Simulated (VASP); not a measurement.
# Mo in VASP: a series of runs

Mo is run at these levels: PBE; tasks: single point.

All numbers are computed with VASP 6.6.1; they aren't measurements. Logs are shortened: lines on timing, memory, paths and dates and some standing lists are left out, and cuts for length are marked.

**1. The cell of the first run**

It takes space group Im-3m (No. 229, cubic). Conventional cell: a = 3.151 Å, b = 3.151 Å, c = 3.151 Å, α = 90.00°, β = 90.00°, γ = 90.00°. Mo (site symmetry m-3m) has 14 Mo at 2.73 to 3.15 Å within 3.6 Å.

**2. Single point, PBE (strained)**

The input, INCAR:

```
  PREC = Accurate
  ENCUT = 520
  EDIFF = 1E-6
  ISMEAR = 0
  SIGMA = 0.1
  LREAL = F
  LASPH = T
  NELM = 60
  ALGO = Fast
  ISIF = 2
  LWAVE = F
  LCHARG = F
  GGA = PE
  NBANDS = 13
```

The input, KPOINTS:

```
regular mesh
0
Gamma
  18 18 18
```

The input, POSCAR:

```
Mo
1.0
   -1.5755401900      1.5755401900      1.5755401900
    1.5755401900     -1.5755401900      1.5755401900
    1.5755401900      1.5755401900     -1.5755401900
Mo
1
Direct
    0.0000000000      0.0000000000      0.0000000000
```

Potentials or basis: VASP PAW PBE potentials, release 64 (Mo_sv).

Started as:

```
$ cat potpaw_PBE.64/Mo_sv/POTCAR > POTCAR
$ mpirun -np 1 vasp_std > vasp.out
```

OUTCAR:

```text
PREC = Accurate
   ENCUT = 520
   EDIFF = 1E-6
   ISMEAR = 0
   LREAL = F
   LASPH = T
   NELM = 60
   ISIF = 2
   GGA = PE

 ion  position               nearest neighbor table
   1  0.000  0.000  0.000-

  LATTYP: Found a body centered cubic cell.
 ALAT       =     3.1510803800

  Lattice vectors:

 A1 = (  -1.5755401900,   1.5755401900,   1.5755401900)
 A2 = (   1.5755401900,  -1.5755401900,   1.5755401900)
 A3 = (   1.5755401900,   1.5755401900,  -1.5755401900)

Analysis of symmetry for initial positions (statically):
=====================================================================
 Subroutine PRICEL returns:
 Original cell was already a primitive cell.

 Routine SETGRP: Setting up the symmetry group for a
 body centered cubic supercell.

 Subroutine GETGRP returns: Found 48 space group operations
 (whereof 48 operations were pure point group operations)
 out of a pool of 48 trial point group operations.

The static configuration has the point symmetry O_h .

Analysis of symmetry for dynamics (positions and initial velocities):
=====================================================================
 Subroutine PRICEL returns:
 Original cell was already a primitive cell.

 Routine SETGRP: Setting up the symmetry group for a
 body centered cubic supercell.

 Subroutine GETGRP returns: Found 48 space group operations
 (whereof 48 operations were pure point group operations)
 out of a pool of 48 trial point group operations.

The dynamic configuration has the point symmetry O_h .

 Subroutine INISYM returns: Found 48 space group operations
 (whereof 48 operations are pure point group operations),
 and found     1 'primitive' translations

----------------------------------------------------------------------------------------

                                     Primitive cell

  volume of cell :      15.6440

  direct lattice vectors                    reciprocal lattice vectors
    -1.575540190  1.575540190  1.575540190     0.000000000  0.317351473  0.317351473
     1.575540190 -1.575540190  1.575540190     0.317351473  0.000000000  0.317351473
     1.575540190  1.575540190 -1.575540190     0.317351473  0.317351473  0.000000000

  length of vectors
     2.728915658  2.728915658  2.728915658     0.448802757  0.448802757  0.448802757

  position of ions in fractional coordinates (direct lattice)
     0.000000000  0.000000000  0.000000000

  ion indices of the primitive-cell ions
   primitive index   ion index
                 1           1

----------------------------------------------------------------------------------------

 KPOINTS: regular mesh

Automatic generation of k-mesh.
 Grid dimensions read from file:
 generate k-points for:   18   18   18

 Generating k-lattice:

  Cartesian coordinates                     Fractional coordinates (reciprocal lattice)
     0.000000000  0.017630637  0.017630637     0.055555556  0.000000000  0.000000000
     0.017630637  0.000000000  0.017630637     0.000000000  0.055555556  0.000000000
     0.017630637  0.017630637  0.000000000     0.000000000  0.000000000  0.055555556

  Length of vectors
     0.024933487  0.024933487  0.024933487

  Shift w.r.t. Gamma in fractional coordinates (k-lattice)
     0.000000000  0.000000000  0.000000000

 Subroutine IBZKPT returns following result:
 ===========================================

 Found    195 irreducible k-points:

 Following reciprocal coordinates:
            Coordinates               Weight
  0.000000  0.000000  0.000000      1.000000
  0.055556  0.000000  0.000000     12.000000
  0.111111  0.000000  0.000000     12.000000
  0.166667  0.000000  0.000000     12.000000
  0.222222  0.000000  0.000000     12.000000
  0.277778  0.000000  0.000000     12.000000
[... 16 lines left out ...]
  0.333333  0.111111  0.000000     48.000000
  0.388889  0.111111 -0.000000     48.000000
 [... further k-points ...]
   k-points           NKPTS =    195   k-points in BZ     NKDIM =    195   number of bands    NBANDS=     13
   number of dos      NEDOS =    301   number of ions     NIONS =      1
   total plane-waves  NPLWV =   8000
   dimension x,y,z NGX =    20 NGY =   20 NGZ =   20
   dimension x,y,z NGXF=    40 NGYF=   40 NGZF=   40
   ions per type =               1
   NGX,Y,Z   is equivalent  to a cutoff of  12.18, 12.18, 12.18 a.u.
   NGXF,Y,Z  is equivalent  to a cutoff of  24.37, 24.37, 24.37 a.u.
 SYSTEM =  unknown system
   PREC   = accura    normal or accurate (medium, high low for compatibility)
   ISTART =      0    job   : 0-new  1-cont  2-samecut
   ICHARG =      2    charge: 1-file 2-atom 10-const
   ISPIN  =      1    spin polarized calculation?
   LNONCOLLINEAR =      F non collinear calculations
   LSORBIT =      F    spin-orbit coupling
   LASPH  =      T    aspherical Exc in radial PAW
   ENCUT  =  520.0 eV  38.22 Ry    6.18 a.u.   5.07  5.07  5.07*2*pi/ulx,y,z
   NELM   =     60;   NELMIN=  2; NELMDL= -5     # of ELM steps
   EDIFF  = 0.1E-05   stopping-criterion for ELM
   LREAL  =      F    real-space projection
   EDIFFG = 0.1E-04   stopping-criterion for IOM
   NSW    =      0    number of steps for IOM
   IBRION =     -1    ionic relax: 0-MD 1-quasi-New 2-CG
   NFREE  =      0    steps in history (QN), initial steepest desc. (CG)
   ISIF   =      2    stress and relaxation
   ISYM   =      2    0-nonsym 1-usesym 2-fastsym
   POTIM  = 0.5000    time-step for ionic-motion
   TEBEG  =    0.0;   TEEND  =   0.0 temperature during run
   PSTRESS=    0.0 pullay stress
   NELECT =      14.0000    total number of electrons
   NUPDOWN=      -1.0000    fix difference up-down
   EMIN   =  10.00;   EMAX   =-10.00  energy-range for DOS
   EFERMI =   0.00;   METHOD = LEGACY
   ISMEAR =     0;   SIGMA  =   0.10  broadening in eV -4-tet -1-fermi 0-gaus
   EFERMI_NEDOS =   21; number of points for ismear=-14 and -15
   IALGO  =     68    algorithm
   IMIX   =      4    mixing-type and parameters
     AMIX     =   0.40;   BMIX     =  1.00
     AMIX_MAG =   1.60;   BMIX_MAG =  1.00
  volume/ion in A,a.u.               =      15.64       105.57
  Fermi-wavevector in a.u.,A,eV,Ry     =   1.577616  2.981262 33.863172  2.488873
  Thomas-Fermi vector in A             =   2.678271
   LORBIT       =      0    0 simple, 1 ext, 2 COOP (PROOUT), +10 PAW based schemes
   GGA     = PE    functional components
   LHFCALC =     F    Hartree Fock is set to
   AEXX    =    0.0000 exact exchange contribution
   IVDW    =     0    specifies the selected vdW correction
   LEPSILON=     F    determine dielectric tensor
   LRPA    =     F    only Hartree local field effects (RPA)
 non-spin polarized calculation
 RMM-DIIS sequential band-by-band and
 Gauss-broadening in eV      SIGMA  =   0.10
  energy-cutoff  :      520.00
  volume of cell :       15.64
 maximum number of plane-waves:       434
   NGX = 11   NGY = 11   NGZ = 11

 number of electron      14.0000002 magnetization

 Free energy of the ion-electron system (eV)
  ---------------------------------------------------
  ext. energy  EPLUGINS =         0.00000000
  ---------------------------------------------------
  free energy    TOTEN  =       -10.93342123 eV

  energy without entropy =      -10.93087945  energy(sigma->0) =      -10.93215034

 E-fermi :  12.6005     XC(G=0): -13.3860

 val. band max:       12.5910387177   @ k =   0.3889   0.1111  -0.0000
 cond. band min:      12.6014745359   @ k =  -0.3889   0.4444   0.2778
 fundamental gap:      0.0104358181
 Fermi energy:        12.6005036081

 k-point     1 :       0.0000    0.0000    0.0000
  band No.  band energies     occupation
      1     -48.7002      2.00000
      2     -21.9682      2.00000
      3     -21.9682      2.00000
      4     -21.9682      2.00000
      5       5.3475      2.00000
      6      11.2182      2.00000
      7      11.2182      2.00000
      8      11.2182      2.00000
      9      14.2412      0.00000
     10      14.2412      0.00000
     11      27.4118      0.00000
     12      27.4118      0.00000
     13      27.4118      0.00000

 k-point     2 :       0.0556    0.0000    0.0000
  band No.  band energies     occupation
      1     -48.6924      2.00000
      2     -22.0133      2.00000
      3     -21.9821      2.00000
      4     -21.9685      2.00000
      5       5.4847      2.00000
      6      11.1407      2.00000
      7      11.2059      2.00000
      8      11.3464      2.00000
      9      14.1253      0.00000
     10      14.2430      0.00000
     11      27.5155      0.00000
     12      27.6425      0.00000
     13      27.6841      0.00000

 k-point     3 :       0.1111    0.0000    0.0000
  band No.  band energies     occupation
      1     -48.6699      2.00000
      2     -22.1421      2.00000
      3     -22.0220      2.00000
      4     -21.9695      2.00000
      5       5.8761      2.00000
      6      10.9253      2.00000
      7      11.1515      2.00000
      8      11.7256      2.00000
      9      13.8699      0.00000
     10      14.2538      0.00000
     11      27.7633      0.00000
     12      28.3152      0.00000
     13      28.3607      0.00000
[... 305 lines left out ...]
 k-point    23 :       0.3333    0.1111    0.0000
  band No.  band energies     occupation
      1     -48.4583      2.00000
      2     -23.1810      2.00000
      3     -22.4058      2.00000
      4     -22.0383      2.00000
      5       7.8110      2.00000
      6       9.4674      2.00000
      7      11.9602      2.00000
      8      14.0224      0.00000
      9      15.0280      0.00000
     10      17.0908      0.00000
     11      25.2383      0.00000
     12      26.0462      0.00000
     13      30.4926      0.00000

 k-point    24 :       0.3889    0.1111   -0.0000
  band No.  band energies     occupation
      1     -48.4363      2.00000
      2     -23.2780      2.00000
      3     -22.4523      2.00000
      4     -22.0403      2.00000
      5       7.6746      2.00000
      6       9.3404      2.00000
      7      12.5910      1.10648
      8      14.1437      0.00000
      9      15.2794      0.00000
     10      17.9661      0.00000
     11      24.2857      0.00000
     12      25.3670      0.00000
     13      29.5773      0.00000

 [... further k-points ...]
[... 5 lines left out ...]
  --------------------------------------------------------------------------------------
  -------------------------------------------------------------------------------------
  Total        0.2828289      0.2828289      0.2828289     -0.0000000     -0.0000000      0.0000000
  in kB       28.9658288     28.9658288     28.9658288     -0.0000000     -0.0000000      0.0000000
  external PRESSURE =      28.9658288 kB  Pullay stress =       0.0000000 kB

 VOLUME and BASIS-vectors are now :
 -----------------------------------------------------------------------------
  energy-cutoff  :      520.00
  volume of cell :       15.64
      direct lattice vectors                 reciprocal lattice vectors
    -1.575540190  1.575540190  1.575540190     0.000000000  0.317351473  0.317351473
     1.575540190 -1.575540190  1.575540190     0.317351473  0.000000000  0.317351473
     1.575540190  1.575540190 -1.575540190     0.317351473  0.317351473  0.000000000

 POSITION                                       TOTAL-FORCE (eV/Angst)
 -----------------------------------------------------------------------------------
      0.00000      0.00000      0.00000        -0.000000      0.000000     -0.000000
 -----------------------------------------------------------------------------------
    total drift:                                0.000000     -0.000000     -0.000000

  FREE ENERGIE OF THE ION-ELECTRON SYSTEM (eV)
  ---------------------------------------------------
  free  energy   TOTEN  =       -10.9334212350 eV

  energy  without entropy=      -10.9308794495  energy(sigma->0) =      -10.93215034
```

Run time: 22 s. Hardware: 1 thread of Intel Xeon 6975P-C, shared host; peak memory 0.15 GiB.

What came out:

* Free energy: -10.9334 eV
* Pressure: 2.9 GPa
* Band gap on the k mesh: zero (band 7 reaches 16.56 eV, above the bottom of band 8 at 11.22 eV)

Levels at points of the mesh, in eV from the Fermi level:
```
           k point  band 4  band 5  band 6  band 7  band 8  band 9  band 10  band 11
(0.00, 0.00, 0.00)  -34.57   -7.25   -1.38   -1.38   -1.38    1.64     1.64    14.81
(0.50, 0.00, 0.00)  -34.58   -5.34   -3.42    1.60    1.67    2.30     4.72    11.61
(0.50, 0.50, 0.50)  -35.53   -5.45   -5.45    3.96    3.96    3.96     9.04     9.04
```

Caveat: the cell differs from its parent crystal (strained).

(Continued in part 2 of 2.)
